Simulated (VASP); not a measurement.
# TiTeW3 (Pm-3m) in VASP: single point with PBE

Aim: the single point of TiTeW3 with PBE.

All numbers are computed with VASP 6.6.1; they aren't measurements. Logs are shortened: lines on timing, memory, paths and dates and some standing lists are left out, and cuts for length are marked.

### Step 1. The cell of the first run

Symmetry: Pm-3m, No. 221, cubic system. Conventional cell: a = 5.065 Å, b = 5.065 Å, c = 5.065 Å, α = 90.00°, β = 90.00°, γ = 90.00°. Ti (site symmetry m-3m) has 6 W at 2.53 Å within 3.3 Å. Within 4.7 Å of Te (site symmetry m-3m) lie 12 W at 3.58 Å and 8 Ti at 4.39 Å. W (site symmetry 4/mmm) has 2 Ti at 2.53 Å within 3.3 Å.

The cell was generated, and may not be a known phase.

### Step 2. Single point, PBE

Contents of INCAR:

```
SYSTEM = TiTeW3
PREC     = Accurate       ! precision mode
ENCUT    = 520            ! plane-wave cutoff, eV
EDIFF    = 1E-6           ! SCF threshold, eV
ISMEAR   = 0              ! smearing method
SIGMA    = 0.1            ! smearing width, eV
LREAL    = .FALSE.        ! projectors in reciprocal space
LASPH    = .TRUE.         ! aspherical terms in the spheres
NELM     = 100            ! most SCF steps
ALGO     = Normal         ! electronic algorithm
ISIF     = 2              ! what is computed and relaxed
LWAVE    = .FALSE.        ! write WAVECAR
LCHARG   = .FALSE.        ! write CHGCAR
GGA      = PE             ! functional
NBANDS   = 38             ! bands
```

Contents of KPOINTS:

```
regular mesh
0
G
  4 4 4
  0 0 0
```

Contents of POSCAR:

```
TiTeW3
1.0
    5.0653451900      0.0000000000      0.0000000000
    0.0000000000      5.0653451900      0.0000000000
    0.0000000000      0.0000000000      5.0653451900
Ti Te W
1 1 3
Direct
    0.5000000000      0.5000000000      0.5000000000
    0.0000000000      0.0000000000      0.0000000000
    0.0000000000      0.5000000000      0.5000000000
    0.5000000000      0.0000000000      0.5000000000
    0.5000000000      0.5000000000      0.0000000000
```

Potentials or basis: VASP PAW PBE potentials, release 64 (Ti_sv, Te, W_sv).

Command:

```sh
$ cat potpaw_PBE.64/Ti_sv/POTCAR potpaw_PBE.64/Te/POTCAR potpaw_PBE.64/W_sv/POTCAR > POTCAR
$ mpirun -np 1 vasp_std > vasp.out
```

OUTCAR:

```text
SYSTEM = TiTeW3
   PREC = Accurate
   ENCUT = 520
   EDIFF = 1E-6
   ISMEAR = 0
   LREAL = .FALSE.
   LASPH = .TRUE.
   NELM = 100
   ISIF = 2
   GGA = PE

 ion  position               nearest neighbor table
   1  0.500  0.500  0.500-   3 2.53   4 2.53   5 2.53   5 2.53   4 2.53   3 2.53
   2  0.000  0.000  0.000-   3 3.58   4 3.58   5 3.58   3 3.58   4 3.58   3 3.58   5 3.58   3 3.58
                             4 3.58   5 3.58   4 3.58   5 3.58
   3  0.000  0.500  0.500-   1 2.53   1 2.53   2 3.58   2 3.58   2 3.58   2 3.58
   4  0.500  0.000  0.500-   1 2.53   1 2.53   2 3.58   2 3.58   2 3.58   2 3.58
   5  0.500  0.500  0.000-   1 2.53   1 2.53   2 3.58   2 3.58   2 3.58   2 3.58

  LATTYP: Found a simple cubic cell.
 ALAT       =     5.0653451900

  Lattice vectors:

 A1 = (   5.0653451900,   0.0000000000,   0.0000000000)
 A2 = (   0.0000000000,   5.0653451900,   0.0000000000)
 A3 = (   0.0000000000,   0.0000000000,   5.0653451900)

Analysis of symmetry for initial positions (statically):
=====================================================================
 Subroutine PRICEL returns:
 Original cell was already a primitive cell.

 Routine SETGRP: Setting up the symmetry group for a
 simple cubic supercell.

 Subroutine GETGRP returns: Found 48 space group operations
 (whereof 48 operations were pure point group operations)
 out of a pool of 48 trial point group operations.

The static configuration has the point symmetry O_h .

Analysis of symmetry for dynamics (positions and initial velocities):
=====================================================================
 Subroutine PRICEL returns:
 Original cell was already a primitive cell.

 Routine SETGRP: Setting up the symmetry group for a
 simple cubic supercell.

 Subroutine GETGRP returns: Found 48 space group operations
 (whereof 48 operations were pure point group operations)
 out of a pool of 48 trial point group operations.

The dynamic configuration has the point symmetry O_h .

 Subroutine INISYM returns: Found 48 space group operations
 (whereof 48 operations are pure point group operations),
 and found     1 'primitive' translations

----------------------------------------------------------------------------------------

                                     Primitive cell

  volume of cell :     129.9652

[... 79 lines left out ...]
   EDIFF  = 0.1E-05   stopping-criterion for ELM
   LREAL  =      F    real-space projection
   EDIFFG = 0.1E-04   stopping-criterion for IOM
   NSW    =      0    number of steps for IOM
   IBRION =     -1    ionic relax: 0-MD 1-quasi-New 2-CG
   NFREE  =      0    steps in history (QN), initial steepest desc. (CG)
   ISIF   =      2    stress and relaxation
   ISYM   =      2    0-nonsym 1-usesym 2-fastsym
   POTIM  = 0.5000    time-step for ionic-motion
   TEBEG  =    0.0;   TEEND  =   0.0 temperature during run
   PSTRESS=    0.0 pullay stress
   NELECT =      60.0000    total number of electrons
   NUPDOWN=      -1.0000    fix difference up-down
   EMIN   =  10.00;   EMAX   =-10.00  energy-range for DOS
   EFERMI =   0.00;   METHOD = LEGACY
   ISMEAR =     0;   SIGMA  =   0.10  broadening in eV -4-tet -1-fermi 0-gaus
   EFERMI_NEDOS =   21; number of points for ismear=-14 and -15
   IALGO  =     38    algorithm
   IMIX   =      4    mixing-type and parameters
     AMIX     =   0.40;   BMIX     =  1.00
     AMIX_MAG =   1.60;   BMIX_MAG =  1.00
  volume/ion in A,a.u.               =      25.99       175.41
  Fermi-wavevector in a.u.,A,eV,Ry     =   1.265269  2.391012 21.781644  1.600906
  Thomas-Fermi vector in A             =   2.398531
   LORBIT       =      0    0 simple, 1 ext, 2 COOP (PROOUT), +10 PAW based schemes
   GGA     = PE    functional components
   LHFCALC =     F    Hartree Fock is set to
   AEXX    =    0.0000 exact exchange contribution
   IVDW    =     0    specifies the selected vdW correction
   LEPSILON=     F    determine dielectric tensor
   LRPA    =     F    only Hartree local field effects (RPA)
 non-spin polarized calculation
 Gauss-broadening in eV      SIGMA  =   0.10
  energy-cutoff  :      520.00
  volume of cell :      129.97
 maximum number of plane-waves:      3532
 NGX is ok and might be reduce to    40
   NGX = 19   NGY = 19   NGZ = 19

 number of electron      59.9999997 magnetization

 Free energy of the ion-electron system (eV)
  ---------------------------------------------------
  ext. energy  EPLUGINS =         0.00000000
  ---------------------------------------------------
  free energy    TOTEN  =       -38.26402698 eV

  energy without entropy =      -38.20094073  energy(sigma->0) =      -38.23248385

 E-fermi :   5.8768     XC(G=0): -10.5071

 val. band max:        5.8727484214   @ k =   0.5000   0.2500   0.2500
 cond. band min:       5.8836824143   @ k =   0.5000   0.2500   0.2500
 fundamental gap:      0.0109339929
 Fermi energy:         5.8768283608

 k-point     1 :       0.0000    0.0000    0.0000
  band No.  band energies     occupation
      1     -68.5172      2.00000
      2     -68.5129      2.00000
      3     -68.5129      2.00000
      4     -49.9933      2.00000
      5     -32.7429      2.00000
      6     -32.7429      2.00000
[... 399 lines left out ...]
     37       7.3216      0.00000
     38       7.3882      0.00000

------------------------ aborting loop because EDIFF is reached ----------------------------------------

  FORCE on cell =-STRESS in cart. coord.  units (eV):
  Direction    XX          YY          ZZ          XY          YZ          ZX
  --------------------------------------------------------------------------------------
  -------------------------------------------------------------------------------------
  Total      -14.3052699    -14.3052699    -14.3052699     -0.0000000      0.0000000      0.0000000
  in kB     -176.3516384   -176.3516384   -176.3516384     -0.0000000      0.0000000      0.0000000
  external PRESSURE =    -176.3516384 kB  Pullay stress =       0.0000000 kB

 VOLUME and BASIS-vectors are now :
 -----------------------------------------------------------------------------
  energy-cutoff  :      520.00
  volume of cell :      129.97
      direct lattice vectors                 reciprocal lattice vectors
     5.065345190  0.000000000  0.000000000     0.197419912  0.000000000  0.000000000
     0.000000000  5.065345190  0.000000000     0.000000000  0.197419912  0.000000000
     0.000000000  0.000000000  5.065345190     0.000000000  0.000000000  0.197419912

 POSITION                                       TOTAL-FORCE (eV/Angst)
 -----------------------------------------------------------------------------------
      2.53267      2.53267      2.53267         0.000000      0.000000      0.000000
      0.00000      0.00000      0.00000         0.000000      0.000000      0.000000
      0.00000      2.53267      2.53267         0.000000      0.000000      0.000000
      2.53267      0.00000      2.53267         0.000000      0.000000      0.000000
      2.53267      2.53267      0.00000         0.000000      0.000000      0.000000
 -----------------------------------------------------------------------------------
    total drift:                               -0.000000      0.000000     -0.000000

  FREE ENERGIE OF THE ION-ELECTRON SYSTEM (eV)
  ---------------------------------------------------
  free  energy   TOTEN  =       -38.2640269799 eV

  energy  without entropy=      -38.2009407276  energy(sigma->0) =      -38.23248385
```

stdout:

```text
POSCAR found type information on POSCAR TiTeW
 POSCAR found :  3 types and       5 ions
 scaLAPACK will be used
 LDA part: xc-table for (Slater+PW92), standard interpolation
 POSCAR, INCAR and KPOINTS ok, starting setup
 FFT: planning ... GRIDC
 FFT: planning ... GRID_SOFT
 FFT: planning ... GRID
 WAVECAR not read
 entering main loop
```

Wall time 60 s (1 thread of Intel Xeon 8259CL, shared host); peak memory 0.26 GiB.

Results:

* Free energy: -38.2640 eV
* Pressure: -17.6 GPa
* Band gap on the k mesh: zero (bands 30 and 31 overlap by 0.33 eV)

Levels at points of the mesh, in eV from the Fermi level:
```csv
k point,band 27,band 28,band 29,band 30,band 31,band 32,band 33,band 34
"(0.00, 0.00, 0.00)",-1.60,-1.60,-1.13,0.11,0.11,0.11,1.56,1.84
"(0.50, 0.00, 0.00)",-0.90,-0.84,-0.84,-0.76,-0.22,-0.01,0.19,1.32
"(0.50, 0.50, 0.00)",-1.04,-0.39,-0.05,-0.05,-0.03,0.51,0.64,0.69
"(0.50, 0.50, 0.50)",-0.52,-0.43,0.05,0.05,0.05,0.58,0.58,1.22
```

Caveat: the cell stands under tension; spin-orbit coupling is left out, which moves the levels of the heavy elements.
